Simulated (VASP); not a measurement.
# Rh (Fm-3m) in VASP: a series of runs

Runs on Rh. Level: LDA. Tasks: single point, relaxation of cell and atoms.

Everything below comes from runs of VASP 6.6.1. Logs are shortened: lines on timing, memory, paths and dates and some standing lists are left out, and cuts for length are marked.

## (1) The cell of the first run

It takes space group Fm-3m (No. 225, cubic). The conventional cell has a = 3.754 Å, b = 3.754 Å, c = 3.754 Å, α = 90.00°, β = 90.00°, γ = 90.00°. Rh (site symmetry m-3m) has 12 Rh at 2.65 Å within 3.5 Å.

## (2) Single point, LDA

INCAR reads:

```
  PREC = Accurate
  ENCUT = 520
  EDIFF = 1E-6
  ISMEAR = 0
  SIGMA = 0.1
  LREAL = F
  LASPH = T
  NELM = 100
  ALGO = Normal
  ISIF = 2
  LWAVE = F
  LCHARG = F
  NBANDS = 14
```

KPOINTS reads:

```
Automatic mesh
0
Gamma
  24 24 24
```

POSCAR reads:

```
Rh
1.0
    0.0000000000      1.8767887104      1.8767887104
    1.8767887104      0.0000000000      1.8767887104
    1.8767887104      1.8767887104      0.0000000000
Rh
1
Direct
    0.0000000000      0.0000000000      0.0000000000
```

Potentials or basis: VASP PAW LDA potentials, release 64 (Rh_pv).

Started as:

```bash
cat potpaw_LDA.64/Rh_pv/POTCAR > POTCAR
mpirun -np 1 vasp_std > vasp.out
```

OUTCAR:

```text
PREC = Accurate
   ENCUT = 520
   EDIFF = 1E-6
   ISMEAR = 0
   LREAL = F
   LASPH = T
   NELM = 100
   ISIF = 2

 ion  position               nearest neighbor table
   1  0.000  0.000  0.000-

  LATTYP: Found a face centered cubic cell.
 ALAT       =     3.7535774208

  Lattice vectors:

 A1 = (   0.0000000000,   1.8767887104,   1.8767887104)
 A2 = (   1.8767887104,   0.0000000000,   1.8767887104)
 A3 = (   1.8767887104,   1.8767887104,   0.0000000000)

Analysis of symmetry for initial positions (statically):
=====================================================================
 Subroutine PRICEL returns:
 Original cell was already a primitive cell.

 Routine SETGRP: Setting up the symmetry group for a
 face centered cubic supercell.

 Subroutine GETGRP returns: Found 48 space group operations
 (whereof 48 operations were pure point group operations)
 out of a pool of 48 trial point group operations.

The static configuration has the point symmetry O_h .

Analysis of symmetry for dynamics (positions and initial velocities):
=====================================================================
 Subroutine PRICEL returns:
 Original cell was already a primitive cell.

 Routine SETGRP: Setting up the symmetry group for a
 face centered cubic supercell.

 Subroutine GETGRP returns: Found 48 space group operations
 (whereof 48 operations were pure point group operations)
 out of a pool of 48 trial point group operations.

The dynamic configuration has the point symmetry O_h .

 Subroutine INISYM returns: Found 48 space group operations
 (whereof 48 operations are pure point group operations),
 and found     1 'primitive' translations

----------------------------------------------------------------------------------------

                                     Primitive cell

  volume of cell :      13.2214

  direct lattice vectors                    reciprocal lattice vectors
     0.000000000  1.876788710  1.876788710    -0.266412515  0.266412515  0.266412515
     1.876788710  0.000000000  1.876788710     0.266412515 -0.266412515  0.266412515
     1.876788710  1.876788710  0.000000000     0.266412515  0.266412515 -0.266412515

  length of vectors
     2.654180048  2.654180048  2.654180048     0.461440011  0.461440011  0.461440011

  position of ions in fractional coordinates (direct lattice)
     0.000000000  0.000000000  0.000000000

  ion indices of the primitive-cell ions
   primitive index   ion index
                 1           1

----------------------------------------------------------------------------------------

 KPOINTS: Automatic mesh

Automatic generation of k-mesh.
 Grid dimensions read from file:
 generate k-points for:   24   24   24

 Generating k-lattice:

  Cartesian coordinates                     Fractional coordinates (reciprocal lattice)
    -0.011100521  0.011100521  0.011100521     0.041666667  0.000000000  0.000000000
     0.011100521 -0.011100521  0.011100521     0.000000000  0.041666667  0.000000000
     0.011100521  0.011100521 -0.011100521     0.000000000  0.000000000  0.041666667

  Length of vectors
     0.019226667  0.019226667  0.019226667

  Shift w.r.t. Gamma in fractional coordinates (k-lattice)
     0.000000000  0.000000000  0.000000000

 Subroutine IBZKPT returns following result:
 ===========================================

 Found    413 irreducible k-points:

 Following reciprocal coordinates:
            Coordinates               Weight
  0.000000  0.000000  0.000000      1.000000
  0.041667  0.000000  0.000000      8.000000
  0.083333  0.000000  0.000000      8.000000
  0.125000  0.000000  0.000000      8.000000
  0.166667  0.000000  0.000000      8.000000
  0.208333  0.000000  0.000000      8.000000
[... 16 lines left out ...]
  0.416667  0.041667  0.000000     24.000000
  0.458333  0.041667  0.000000     24.000000
 [... further k-points ...]
   k-points           NKPTS =    413   k-points in BZ     NKDIM =    413   number of bands    NBANDS=     14
   number of dos      NEDOS =    301   number of ions     NIONS =      1
   total plane-waves  NPLWV =   8000
   dimension x,y,z NGX =    20 NGY =   20 NGZ =   20
   dimension x,y,z NGXF=    40 NGYF=   40 NGZF=   40
   ions per type =               1
   NGX,Y,Z   is equivalent  to a cutoff of  12.53, 12.53, 12.53 a.u.
   NGXF,Y,Z  is equivalent  to a cutoff of  25.05, 25.05, 25.05 a.u.
 SYSTEM =  unknown system
   PREC   = accura    normal or accurate (medium, high low for compatibility)
   ISTART =      0    job   : 0-new  1-cont  2-samecut
   ICHARG =      2    charge: 1-file 2-atom 10-const
   ISPIN  =      1    spin polarized calculation?
   LNONCOLLINEAR =      F non collinear calculations
   LSORBIT =      F    spin-orbit coupling
   LASPH  =      T    aspherical Exc in radial PAW
   ENCUT  =  520.0 eV  38.22 Ry    6.18 a.u.   4.94  4.94  4.94*2*pi/ulx,y,z
   NELM   =    100;   NELMIN=  2; NELMDL= -5     # of ELM steps
   EDIFF  = 0.1E-05   stopping-criterion for ELM
   LREAL  =      F    real-space projection
   EDIFFG = 0.1E-04   stopping-criterion for IOM
   NSW    =      0    number of steps for IOM
   IBRION =     -1    ionic relax: 0-MD 1-quasi-New 2-CG
   NFREE  =      0    steps in history (QN), initial steepest desc. (CG)
   ISIF   =      2    stress and relaxation
   ISYM   =      2    0-nonsym 1-usesym 2-fastsym
   POTIM  = 0.5000    time-step for ionic-motion
   TEBEG  =    0.0;   TEEND  =   0.0 temperature during run
   PSTRESS=    0.0 pullay stress
   NELECT =      15.0000    total number of electrons
   NUPDOWN=      -1.0000    fix difference up-down
   EMIN   =  10.00;   EMAX   =-10.00  energy-range for DOS
   EFERMI =   0.00;   METHOD = LEGACY
   ISMEAR =     0;   SIGMA  =   0.10  broadening in eV -4-tet -1-fermi 0-gaus
   EFERMI_NEDOS =   21; number of points for ismear=-14 and -15
   IALGO  =     38    algorithm
   IMIX   =      4    mixing-type and parameters
     AMIX     =   0.40;   BMIX     =  1.00
     AMIX_MAG =   1.60;   BMIX_MAG =  1.00
  volume/ion in A,a.u.               =      13.22        89.22
  Fermi-wavevector in a.u.,A,eV,Ry     =   1.707444  3.226602 39.665961  2.915366
  Thomas-Fermi vector in A             =   2.786295
   LORBIT       =      0    0 simple, 1 ext, 2 COOP (PROOUT), +10 PAW based schemes
   GGA     = CA    functional components
   LHFCALC =     F    Hartree Fock is set to
   AEXX    =    0.0000 exact exchange contribution
   IVDW    =     0    specifies the selected vdW correction
   LEPSILON=     F    determine dielectric tensor
   LRPA    =     F    only Hartree local field effects (RPA)
 non-spin polarized calculation
 Gauss-broadening in eV      SIGMA  =   0.10
  energy-cutoff  :      520.00
  volume of cell :       13.22
 maximum number of plane-waves:       368
   NGX =  9   NGY =  9   NGZ =  9

 number of electron      15.0000002 magnetization

 Free energy of the ion-electron system (eV)
  ---------------------------------------------------
  ext. energy  EPLUGINS =         0.00000000
  ---------------------------------------------------
  free energy    TOTEN  =        -8.68735179 eV

  energy without entropy =       -8.68217031  energy(sigma->0) =       -8.68476105

 E-fermi :  12.4471     XC(G=0): -14.6028

 val. band max:       12.4454805900   @ k =   0.4167   0.0833   0.0417
 cond. band min:      12.4563216646   @ k =   0.4583   0.2083   0.0833
 fundamental gap:      0.0108410746
 Fermi energy:        12.4470999118

 k-point     1 :       0.0000    0.0000    0.0000
  band No.  band energies     occupation
      1     -33.7884      2.00000
      2     -33.7884      2.00000
      3     -33.7884      2.00000
      4       4.1289      2.00000
      5       9.1426      2.00000
      6       9.1426      2.00000
      7       9.1426      2.00000
      8      11.4025      2.00000
      9      11.4025      2.00000
     10      28.3583      0.00000
     11      32.6787      0.00000
     12      33.9897      0.00000
     13      33.9897      0.00000
     14      33.9897      0.00000

 k-point     2 :       0.0417    0.0000    0.0000
  band No.  band energies     occupation
      1     -33.8036      2.00000
      2     -33.7905      2.00000
      3     -33.7905      2.00000
      4       4.2022      2.00000
      5       9.1084      2.00000
      6       9.1723      2.00000
      7       9.1723      2.00000
      8      11.3849      2.00000
      9      11.3849      2.00000
     10      28.4704      0.00000
     11      32.6783      0.00000
     12      33.5803      0.00000
     13      34.1004      0.00000
     14      34.1004      0.00000

 k-point     3 :       0.0833    0.0000    0.0000
  band No.  band energies     occupation
      1     -33.8478      2.00000
      2     -33.7964      2.00000
      3     -33.7964      2.00000
      4       4.4170      2.00000
      5       9.0154      2.00000
      6       9.2552      2.00000
      7       9.2552      2.00000
      8      11.3400      2.00000
      9      11.3400      2.00000
     10      28.7884      0.00000
     11      32.6028      0.00000
     12      32.6961      0.00000
     13      34.4269      0.00000
     14      34.4269      0.00000
[... 324 lines left out ...]
 k-point    23 :       0.4167    0.0417    0.0000
  band No.  band energies     occupation
      1     -34.5635      2.00000
      2     -33.9036      2.00000
      3     -33.8991      2.00000
      4       6.0876      2.00000
      5       9.1127      2.00000
      6       9.2354      2.00000
      7      11.3954      2.00000
      8      12.8630      0.00000
      9      13.0634      0.00000
     10      23.0581      0.00000
     11      28.4535      0.00000
     12      32.6799      0.00000
     13      34.3446      0.00000
     14      34.9557      0.00000

 k-point    24 :       0.4583    0.0417    0.0000
  band No.  band energies     occupation
      1     -34.6125      2.00000
      2     -33.9087      2.00000
      3     -33.9082      2.00000
      4       6.0278      2.00000
      5       9.0448      2.00000
      6       9.1609      2.00000
      7      11.9558      2.00000
      8      13.0294      0.00000
      9      13.5864      0.00000
     10      22.0254      0.00000
     11      28.1439      0.00000
     12      32.6799      0.00000
     13      33.9408      0.00000
     14      34.2327      0.00000

 [... further k-points ...]

------------------------ aborting loop because EDIFF is reached ----------------------------------------

  FORCE on cell =-STRESS in cart. coord.  units (eV):
  Direction    XX          YY          ZZ          XY          YZ          ZX
  --------------------------------------------------------------------------------------
  -------------------------------------------------------------------------------------
  Total        0.0747125      0.0747125      0.0747125      0.0000000      0.0000000      0.0000000
  in kB        9.0537387      9.0537387      9.0537387      0.0000000      0.0000000      0.0000000
  external PRESSURE =       9.0537387 kB  Pullay stress =       0.0000000 kB

 VOLUME and BASIS-vectors are now :
 -----------------------------------------------------------------------------
  energy-cutoff  :      520.00
  volume of cell :       13.22
      direct lattice vectors                 reciprocal lattice vectors
     0.000000000  1.876788710  1.876788710    -0.266412515  0.266412515  0.266412515
     1.876788710  0.000000000  1.876788710     0.266412515 -0.266412515  0.266412515
     1.876788710  1.876788710  0.000000000     0.266412515  0.266412515 -0.266412515

 POSITION                                       TOTAL-FORCE (eV/Angst)
 -----------------------------------------------------------------------------------
      0.00000      0.00000      0.00000         0.000000     -0.000000      0.000000
 -----------------------------------------------------------------------------------
    total drift:                                0.000000      0.000000      0.000000

  FREE ENERGIE OF THE ION-ELECTRON SYSTEM (eV)
  ---------------------------------------------------
  free  energy   TOTEN  =        -8.6873517857 eV

  energy  without entropy=       -8.6821703138  energy(sigma->0) =       -8.68476105
```

It took 25 s on 1 thread of Intel Xeon 6975P-C (Granite Rapids), shared host; peak memory 0.17 GiB.

Results:

| Property | Result |
| --- | --- |
| Free energy | -8.6874 eV |
| Pressure | 0.9 GPa |

Levels at points of the mesh, in eV from the Fermi level:
| k point | band 5 | band 6 | band 7 | band 8 | band 9 | band 10 |
| --- | --- | --- | --- | --- | --- | --- |
| (0.00, 0.00, 0.00) | -3.30 | -3.30 | -3.30 | -1.04 | -1.04 | 15.91 |
| (0.50, 0.00, 0.00) | -3.38 | -3.38 | 0.62 | 0.62 | 0.66 | 9.00 |
| (0.50, 0.50, 0.00) | -6.35 | 0.61 | 1.06 | 1.06 | 3.26 | 12.75 |

## (3) Relaxation of cell and atoms, LDA

This run uses another cell than the first one, of 13.72 Å³/atom, 1.038 times its volume.

INCAR reads:

```
ALGO = Normal
EDIFF = 1E-6
EDIFFG = -0.003
ENCUT = 600
GGA = CA
IBRION = 2
ISIF = 3
ISMEAR = 0
LASPH = True
LCHARG = False
LREAL = False
LWAVE = False
NELM = 100
NSW = 80
PREC = Accurate
SIGMA = 0.1
```

KPOINTS reads:

```
k-points
0
Gamma
  24 24 24
```

POSCAR reads:

```
Rh
1.0
    0.0000000000      1.9000000000      1.9000000000
    1.9000000000      0.0000000000      1.9000000000
    1.9000000000      1.9000000000      0.0000000000
Rh
1
Direct
    0.0000000000      0.0000000000      0.0000000000
```

Potentials or basis: VASP PAW LDA potentials, release 64 (Rh_pv).

Started as:

```bash
cat potpaw_LDA.64/Rh_pv/POTCAR > POTCAR
mpirun -np 1 vasp_std > vasp.out
```

It took 1.8 min on 1 thread of Intel Xeon 6975P-C (Granite Rapids), shared host; peak memory 0.21 GiB.

Results (log left out):

```
Free energy                            : -8.6880 eV
Relaxed volume                         : 13.26 Å³/atom
Relaxed cell                           : a = 2.656 Å, b = 2.656 Å, c = 2.656 Å, α = 60.00°, β = 60.00°, γ = 60.00°
Space group after relaxing (to 0.05 Å) : Fm-3m (No. 225)
Energy gained by relaxing              : 14.9 meV/atom
Ionic steps                            : 12
Pressure after relaxing                : 0.0 GPa
```

Step by step:
| step | energy change (eV) | largest force (eV/Å) | pressure (GPa) | volume (Å³) |
| --- | --- | --- | --- | --- |
| 1 | 0.0000 | 0.0000 | -9.99 | 13.72 |
| 2 | 0.1078 | 0.0000 | 37.03 | 12.09 |
| 3 | -0.0149 | 0.0000 | -0.45 | 13.27 |
| 4 | -0.0149 | 0.0000 | -0.07 | 13.25 |
| 5 | -0.0149 | 0.0000 | 0.18 | 13.25 |
| 6 | -0.0149 | 0.0000 | -0.35 | 13.27 |
| 7 | -0.0149 | 0.0000 | -0.06 | 13.25 |
| 8 | -0.0149 | 0.0000 | 0.08 | 13.25 |
| 9 | -0.0149 | 0.0000 | 0.04 | 13.25 |
| 10 | -0.0149 | 0.0000 | 0.06 | 13.25 |
| 11 | -0.0149 | 0.0000 | 0.05 | 13.25 |
| 12 | -0.0149 | 0.0000 | -0.01 | 13.26 |

Final structure:
```
CELL_PARAMETERS angstrom
0.00000 1.87839 1.87839
1.87839 0.00000 1.87839
1.87839 1.87839 0.00000
ATOMIC_POSITIONS crystal
Rh 0.00000 0.00000 0.00000
```

Levels at points of the mesh, in eV from the Fermi level:
| k point | band 4 | band 5 | band 6 | band 7 | band 8 | band 9 | band 10 | band 11 |
| --- | --- | --- | --- | --- | --- | --- | --- | --- |
| (0.00, 0.00, 0.00) | -8.30 | -3.29 | -3.29 | -3.29 | -1.04 | -1.04 | 15.91 | 20.24 |
| (0.50, 0.00, 0.00) | -6.48 | -3.37 | -3.37 | 0.62 | 0.62 | 0.66 | 8.97 | 15.45 |
| (0.50, 0.50, 0.00) | -6.70 | -6.33 | 0.60 | 1.06 | 1.06 | 3.25 | 12.72 | 13.42 |
